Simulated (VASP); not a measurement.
# Sb (P4/mmm) in VASP: notebook

Runs on Sb. Level: r2SCAN. Tasks: single point.

Everything below comes from runs of VASP 6.6.1. Logs are shortened: lines on timing, memory, paths and dates and some standing lists are left out, and cuts for length are marked.

## (1) The cell of the first run

Symmetry: P4/mmm, No. 123, tetragonal system. The conventional cell has a = 3.034 Å, b = 3.034 Å, c = 3.286 Å, α = 90.00°, β = 90.00°, γ = 90.00°. Within 4.0 Å of Sb (site symmetry 4/mmm) lie 6 Sb at 3.03 to 3.29 Å.

## (2) Single point, r2SCAN (strain -0.040 along x and y, +0.040 along z)

POSCAR reads:

```
Sb
1.0
    3.0336000000      0.0000000000      0.0000000000
    0.0000000000      3.0336000000      0.0000000000
    0.0000000000      0.0000000000      3.2864000000
Sb
1
Direct
    0.0000000000      0.0000000000      0.0000000000
```

INCAR.step1 reads:

```
SYSTEM = Sb
PREC     = Accurate       ! precision mode
ENCUT    = 520            ! plane-wave cutoff, eV
ISMEAR   = 0              ! smearing method
SIGMA    = 0.15           ! smearing width, eV
LREAL    = .False.        ! projectors in reciprocal space
LASPH    = .True.         ! aspherical terms in the spheres
NELM     = 100            ! most SCF steps
NBANDS   = 8              ! bands
GGA      = PE             ! functional
ALGO     = Normal         ! electronic algorithm
EDIFF    = 1E-4           ! SCF threshold, eV
LWAVE    = .True.         ! write WAVECAR
LCHARG   = .False.        ! write CHGCAR
```

INCAR.step2 reads:

```
SYSTEM = Sb
PREC     = Accurate       ! precision mode
ENCUT    = 520            ! plane-wave cutoff, eV
EDIFF    = 1E-6           ! SCF threshold, eV
ISMEAR   = 0              ! smearing method
SIGMA    = 0.15           ! smearing width, eV
LREAL    = .False.        ! projectors in reciprocal space
LASPH    = .True.         ! aspherical terms in the spheres
NELM     = 100            ! most SCF steps
ALGO     = Normal         ! electronic algorithm
ISIF     = 2              ! what is computed and relaxed
LWAVE    = .False.        ! write WAVECAR
LCHARG   = .False.        ! write CHGCAR
METAGGA  = R2SCAN         ! meta-GGA
LMIXTAU  = .True.       
NBANDS   = 8              ! bands
ISTART   = 1
```

KPOINTS reads:

```
regular mesh
0
Gamma
  16 16 16
  0 0 0
```

Potentials or basis: VASP PAW PBE potentials, release 64 (Sb).

Started as:

```console
cat potpaw_PBE.64/Sb/POTCAR > POTCAR
cp INCAR.step1 INCAR
mpirun -np 1 vasp_std > vasp.out
cp INCAR.step2 INCAR
mpirun -np 1 vasp_std > vasp.out
```

OUTCAR:

```text
SYSTEM = Sb
   PREC = Accurate
   ENCUT = 520
   EDIFF = 1E-6
   ISMEAR = 0
   LREAL = .False.
   LASPH = .True.
   NELM = 100
   ISIF = 2
   METAGGA = R2SCAN
   ISTART = 1

 ion  position               nearest neighbor table
   1  0.000  0.000  0.000-

  LATTYP: Found a simple tetragonal cell.
 ALAT       =     3.0336000000
 C/A-ratio  =     1.0833333333

  Lattice vectors:

 A1 = (   3.0336000000,   0.0000000000,   0.0000000000)
 A2 = (   0.0000000000,   3.0336000000,   0.0000000000)
 A3 = (   0.0000000000,   0.0000000000,   3.2864000000)

Analysis of symmetry for initial positions (statically):
=====================================================================
 Subroutine PRICEL returns:
 Original cell was already a primitive cell.

 Routine SETGRP: Setting up the symmetry group for a
 simple tetragonal supercell.

 Subroutine GETGRP returns: Found 16 space group operations
 (whereof 16 operations were pure point group operations)
 out of a pool of 16 trial point group operations.

The static configuration has the point symmetry D_4h.

Analysis of symmetry for dynamics (positions and initial velocities):
=====================================================================
 Subroutine PRICEL returns:
 Original cell was already a primitive cell.

 Routine SETGRP: Setting up the symmetry group for a
 simple tetragonal supercell.

 Subroutine GETGRP returns: Found 16 space group operations
 (whereof 16 operations were pure point group operations)
 out of a pool of 16 trial point group operations.

The dynamic configuration has the point symmetry D_4h.

 Subroutine INISYM returns: Found 16 space group operations
 (whereof 16 operations are pure point group operations),
 and found     1 'primitive' translations

----------------------------------------------------------------------------------------

                                     Primitive cell

  volume of cell :      30.2438

  direct lattice vectors                    reciprocal lattice vectors
     3.033600000  0.000000000  0.000000000     0.329641350  0.000000000  0.000000000
     0.000000000  3.033600000  0.000000000     0.000000000  0.329641350  0.000000000
     0.000000000  0.000000000  3.286400000     0.000000000  0.000000000  0.304284323

  length of vectors
     3.033600000  3.033600000  3.286400000     0.329641350  0.329641350  0.304284323

  position of ions in fractional coordinates (direct lattice)
     0.000000000  0.000000000  0.000000000

  ion indices of the primitive-cell ions
[... 77 lines left out ...]
   NSW    =      0    number of steps for IOM
   IBRION =     -1    ionic relax: 0-MD 1-quasi-New 2-CG
   NFREE  =      0    steps in history (QN), initial steepest desc. (CG)
   ISIF   =      2    stress and relaxation
   ISYM   =      2    0-nonsym 1-usesym 2-fastsym
   POTIM  = 0.5000    time-step for ionic-motion
   TEBEG  =    0.0;   TEEND  =   0.0 temperature during run
   PSTRESS=    0.0 pullay stress
   NELECT =       5.0000    total number of electrons
   NUPDOWN=      -1.0000    fix difference up-down
   EMIN   =  10.00;   EMAX   =-10.00  energy-range for DOS
   EFERMI =   0.00;   METHOD = LEGACY
   ISMEAR =     0;   SIGMA  =   0.15  broadening in eV -4-tet -1-fermi 0-gaus
   EFERMI_NEDOS =   21; number of points for ismear=-14 and -15
   IALGO  =     38    algorithm
   IMIX   =      4    mixing-type and parameters
     AMIX     =   0.40;   BMIX     =  1.00
     AMIX_MAG =   1.60;   BMIX_MAG =  1.00
  volume/ion in A,a.u.               =      30.24       204.10
  Fermi-wavevector in a.u.,A,eV,Ry     =   0.898502  1.697923 10.984068  0.807306
  Thomas-Fermi vector in A             =   2.021219
   LORBIT       =      0    0 simple, 1 ext, 2 COOP (PROOUT), +10 PAW based schemes
   METAGGA = R2SCAN    functional components
   LHFCALC =     F    Hartree Fock is set to
   AEXX    =    0.0000 exact exchange contribution
   IVDW    =     0    specifies the selected vdW correction
   LEPSILON=     F    determine dielectric tensor
   LRPA    =     F    only Hartree local field effects (RPA)
 non-spin polarized calculation
 Gauss-broadening in eV      SIGMA  =   0.15
  energy-cutoff  :      520.00
  volume of cell :       30.24
 maximum number of plane-waves:       838
 NGX is ok and might be reduce to    24
   NGX = 11   NGY = 11   NGZ = 13

 number of electron       4.9999999 magnetization

 Free energy of the ion-electron system (eV)
  ---------------------------------------------------
  ext. energy  EPLUGINS =         0.00000000
  ---------------------------------------------------
  free energy    TOTEN  =       -25.59421404 eV

  energy without entropy =      -25.58840859  energy(sigma->0) =      -25.59131132

 E-fermi :   6.9035     XC(G=0): -10.0401

 val. band max:        6.8906758725   @ k =   0.1875   0.0625   0.0000
 cond. band min:       6.9140338581   @ k =   0.5000   0.4375   0.3750
 fundamental gap:      0.0233579856
 Fermi energy:         6.9035200116

 k-point     1 :       0.0000    0.0000    0.0000
  band No.  band energies     occupation
      1      -6.0353      2.00000
      2       8.8014      0.00000
      3      11.0587      0.00000
      4      11.0587      0.00000
      5      13.1959      0.00000
      6      14.6329      0.00000
      7      16.4390      0.00000
      8      24.9328      0.00000
[... 243 lines left out ...]
 k-point    24 :       0.5000    0.1250    0.0000
  band No.  band energies     occupation
      1      -2.8847      2.00000
      2       1.2427      2.00000
      3      11.1167      0.00000
      4      11.4162      0.00000
      5      15.7772      0.00000
      6      16.6424      0.00000
      7      17.7130      0.00000
      8      17.8948      0.00000

 [... further k-points ...]

------------------------ aborting loop because EDIFF is reached ----------------------------------------

  FORCE on cell =-STRESS in cart. coord.  units (eV):
  Direction    XX          YY          ZZ          XY          YZ          ZX
  --------------------------------------------------------------------------------------
  -------------------------------------------------------------------------------------
  Total        0.3778314      0.3778314     -1.2084825      0.0000000      0.0000000      0.0000000
  in kB       20.0157383     20.0157383    -64.0197370      0.0000000      0.0000000      0.0000000
  external PRESSURE =      -7.9960868 kB  Pullay stress =       0.0000000 kB

 VOLUME and BASIS-vectors are now :
 -----------------------------------------------------------------------------
  energy-cutoff  :      520.00
  volume of cell :       30.24
      direct lattice vectors                 reciprocal lattice vectors
     3.033600000  0.000000000  0.000000000     0.329641350  0.000000000  0.000000000
     0.000000000  3.033600000  0.000000000     0.000000000  0.329641350  0.000000000
     0.000000000  0.000000000  3.286400000     0.000000000  0.000000000  0.304284323

 POSITION                                       TOTAL-FORCE (eV/Angst)
 -----------------------------------------------------------------------------------
      0.00000      0.00000      0.00000         0.000000      0.000000      0.000000
 -----------------------------------------------------------------------------------
    total drift:                               -0.000000      0.000000     -0.000000

  FREE ENERGIE OF THE ION-ELECTRON SYSTEM (eV)
  ---------------------------------------------------
  free  energy   TOTEN  =       -25.5942140404 eV

  energy  without entropy=      -25.5884085910  energy(sigma->0) =      -25.59131132
```

OUTCAR.step1:

```text
SYSTEM = Sb
   PREC = Accurate
   ENCUT = 520
   ISMEAR = 0
   LREAL = .False.
   LASPH = .True.
   NELM = 100
[... 482 lines left out ...]
 -----------------------------------------------------------------------------------
      0.00000      0.00000      0.00000         0.000000      0.000000      0.000000
 -----------------------------------------------------------------------------------
    total drift:                               -0.000000      0.000000      0.000000

  FREE ENERGIE OF THE ION-ELECTRON SYSTEM (eV)
  ---------------------------------------------------
  free  energy   TOTEN  =        -4.0499730228 eV

  energy  without entropy=       -4.0438716119  energy(sigma->0) =       -4.04692232
```

OSZICAR.step1:

```text
N       E                     dE             d eps       ncg     rms          rms(c)
DAV:   1     0.536643017032E+01    0.53664E+01   -0.16202E+03  6512   0.401E+02
DAV:   2    -0.393109925480E+01   -0.92975E+01   -0.89385E+01  9360   0.521E+01
DAV:   3    -0.404512435486E+01   -0.11403E+00   -0.11376E+00  7680   0.657E+00
DAV:   4    -0.404561313391E+01   -0.48878E-03   -0.48877E-03 10008   0.516E-01
DAV:   5    -0.404561506293E+01   -0.19290E-05   -0.19289E-05  8112   0.205E-02    0.193E+00
DAV:   6    -0.404813206712E+01   -0.25170E-02   -0.83969E-04  8832   0.193E-01    0.115E+00
DAV:   7    -0.404991623350E+01   -0.17842E-02   -0.20571E-03  7264   0.297E-01    0.723E-02
DAV:   8    -0.404997302282E+01   -0.56789E-04   -0.85179E-05  8728   0.618E-02
   1 F= -.40499730E+01 E0= -.40469223E+01  d E =-.610141E-02
```

Run time: 1.8 min. Hardware: 1 thread of Intel Xeon Platinum 8259CL at 2.50GHz (Skylake/Cascade Lake), shared host; peak memory 0.21 GiB.

What came out:

* Free energy: -25.5942 eV
* Pressure: -0.8 GPa

Stress tensor (GPa, compression positive):
```
 2.00  0.00  0.00
 0.00  2.00  0.00
 0.00  0.00 -6.40
```

Caveat: the cell differs from its parent crystal (strain -0.040 along x and y, +0.040 along z); the PAW data sets were made with another functional, which shifts forces and pressure a little; spin-orbit coupling is left out, which moves the levels of the heavy elements.

## (3) Single point, r2SCAN (strain -0.040 along x and y, +0.080 along z)

POSCAR, as its differences from that of step 2:

```diff
@@ -4,3 +4,3 @@
     0.0000000000      3.0336000000      0.0000000000
-    0.0000000000      0.0000000000      3.2864000000
+    0.0000000000      0.0000000000      3.4128000000
 Sb
```

INCAR.step1 reads:

```
SYSTEM = Sb
PREC = Accurate
ENCUT = 520
ISMEAR = 0
SIGMA = 0.15
LREAL = .FALSE.
LASPH = .TRUE.
NELM = 60
NBANDS = 8
GGA = PE
ALGO = Normal
EDIFF = 1E-4
LWAVE = .TRUE.
LCHARG = .FALSE.
```

INCAR.step2 reads:

```
SYSTEM = Sb
PREC = Accurate
ENCUT = 520
EDIFF = 1E-6
ISMEAR = 0
SIGMA = 0.15
LREAL = .FALSE.
LASPH = .TRUE.
NELM = 60
ALGO = Normal
ISIF = 2
LWAVE = .FALSE.
LCHARG = .FALSE.
METAGGA = R2SCAN
LMIXTAU = .TRUE.
NBANDS = 8
ISTART = 1
```

KPOINTS reads:

```
Automatic mesh
0
G
  16 16 16
  0 0 0
```

Potentials or basis: VASP PAW PBE potentials, release 64 (Sb).

Started as:

```console
cat potpaw_PBE.64/Sb/POTCAR > POTCAR
cp INCAR.step1 INCAR
mpirun -np 1 vasp_std > vasp.out
cp INCAR.step2 INCAR
mpirun -np 1 vasp_std > vasp.out
```

OUTCAR:

```text
SYSTEM = Sb
   PREC = Accurate
   ENCUT = 520
   EDIFF = 1E-6
   ISMEAR = 0
   LREAL = .FALSE.
   LASPH = .TRUE.
   NELM = 60
   ISIF = 2
   METAGGA = R2SCAN
   ISTART = 1

 ion  position               nearest neighbor table
   1  0.000  0.000  0.000-

  LATTYP: Found a simple tetragonal cell.
 ALAT       =     3.0336000000
 C/A-ratio  =     1.1250000000

  Lattice vectors:

 A1 = (   3.0336000000,   0.0000000000,   0.0000000000)
 A2 = (   0.0000000000,   3.0336000000,   0.0000000000)
 A3 = (   0.0000000000,   0.0000000000,   3.4128000000)

Analysis of symmetry for initial positions (statically):
=====================================================================
 Subroutine PRICEL returns:
 Original cell was already a primitive cell.

 Routine SETGRP: Setting up the symmetry group for a
 simple tetragonal supercell.

 Subroutine GETGRP returns: Found 16 space group operations
 (whereof 16 operations were pure point group operations)
 out of a pool of 16 trial point group operations.

The static configuration has the point symmetry D_4h.

Analysis of symmetry for dynamics (positions and initial velocities):
=====================================================================
[... 156 lines left out ...]

 E-fermi :   6.4095     XC(G=0):  -9.8644

 val. band max:        6.3892269052   @ k =   0.5000   0.3125   0.2500
 cond. band min:       6.4238569434   @ k =   0.2500   0.2500   0.1875
 fundamental gap:      0.0346300382
 Fermi energy:         6.4095188460

 k-point     1 :       0.0000    0.0000    0.0000
  band No.  band energies     occupation
      1      -6.2728      2.00000
      2       7.6688      0.00000
      3      10.8010      0.00000
      4      10.8010      0.00000
      5      12.2036      0.00000
      6      14.3400      0.00000
      7      16.1232      0.00000
      8      24.1309      0.00000
[... 243 lines left out ...]
 k-point    24 :       0.5000    0.1250    0.0000
  band No.  band energies     occupation
      1      -3.1010      2.00000
      2       0.9616      2.00000
      3      10.2794      0.00000
      4      10.8725      0.00000
      5      15.4132      0.00000
      6      15.7327      0.00000
      7      16.5988      0.00000
      8      17.0140      0.00000

 [... further k-points ...]
[... 5 lines left out ...]
  --------------------------------------------------------------------------------------
  -------------------------------------------------------------------------------------
  Total        0.1882477      0.1882477     -1.5952580      0.0000000     -0.0000000      0.0000000
  in kB        9.6031313      9.6031313    -81.3793154      0.0000000     -0.0000000      0.0000000
  external PRESSURE =     -20.7243510 kB  Pullay stress =       0.0000000 kB

 VOLUME and BASIS-vectors are now :
 -----------------------------------------------------------------------------
  energy-cutoff  :      520.00
  volume of cell :       31.41
      direct lattice vectors                 reciprocal lattice vectors
     3.033600000  0.000000000  0.000000000     0.329641350  0.000000000  0.000000000
     0.000000000  3.033600000  0.000000000     0.000000000  0.329641350  0.000000000
     0.000000000  0.000000000  3.412800000     0.000000000  0.000000000  0.293014534

 POSITION                                       TOTAL-FORCE (eV/Angst)
 -----------------------------------------------------------------------------------
      0.00000      0.00000      0.00000         0.000000      0.000000      0.000000
 -----------------------------------------------------------------------------------
    total drift:                                0.000000      0.000000     -0.000000

  FREE ENERGIE OF THE ION-ELECTRON SYSTEM (eV)
  ---------------------------------------------------
  free  energy   TOTEN  =       -25.5407337675 eV

  energy  without entropy=      -25.5347249008  energy(sigma->0) =      -25.53772933
```

OUTCAR.step1:

```text
SYSTEM = Sb
   PREC = Accurate
   ENCUT = 520
   ISMEAR = 0
   LREAL = .FALSE.
   LASPH = .TRUE.
   NELM = 60
[... 482 lines left out ...]
 -----------------------------------------------------------------------------------
      0.00000      0.00000      0.00000         0.000000      0.000000      0.000000
 -----------------------------------------------------------------------------------
    total drift:                               -0.000000      0.000000      0.000000

  FREE ENERGIE OF THE ION-ELECTRON SYSTEM (eV)
  ---------------------------------------------------
  free  energy   TOTEN  =        -4.0042990172 eV

  energy  without entropy=       -3.9976937832  energy(sigma->0) =       -4.00099640
```

Wall time 2.7 min (1 thread of Intel Xeon Platinum 8259CL at 2.50GHz (Skylake/Cascade Lake), shared host); peak memory 0.23 GiB.

What came out:

| Property | Result |
| --- | --- |
| Free energy | -25.5407 eV |
| Pressure | -2.1 GPa |

Levels at points of the mesh, in eV from the Fermi level:
| k point | band 1 | band 2 | band 3 | band 4 | band 5 | band 6 | band 7 | band 8 |
| --- | --- | --- | --- | --- | --- | --- | --- | --- |
| (0.00, 0.00, 0.00) | -12.68 | 1.26 | 4.39 | 4.39 | 5.79 | 7.93 | 9.71 | 17.72 |
| (0.50, 0.00, 0.00) | -9.77 | -5.69 | 3.61 | 6.83 | 8.74 | 9.99 | 10.02 | 12.62 |
| (0.50, 0.50, 0.00) | -6.56 | -3.42 | -3.42 | 2.85 | 6.02 | 12.31 | 12.31 | 12.57 |
| (0.00, 0.00, 0.50) | -11.17 | -5.31 | 5.65 | 5.65 | 9.23 | 12.26 | 12.40 | 12.93 |
| (0.50, 0.00, 0.50) | -8.14 | -4.42 | -2.87 | 2.65 | 8.12 | 13.45 | 13.97 | 14.05 |
| (0.50, 0.50, 0.50) | -4.66 | -2.25 | -2.25 | -0.51 | 4.69 | 5.65 | 5.65 | 7.74 |

Caveat: the cell differs from its parent crystal (strain -0.040 along x and y, +0.080 along z); the PAW data sets were made with another functional, which shifts forces and pressure a little; spin-orbit coupling is left out, which moves the levels of the heavy elements.
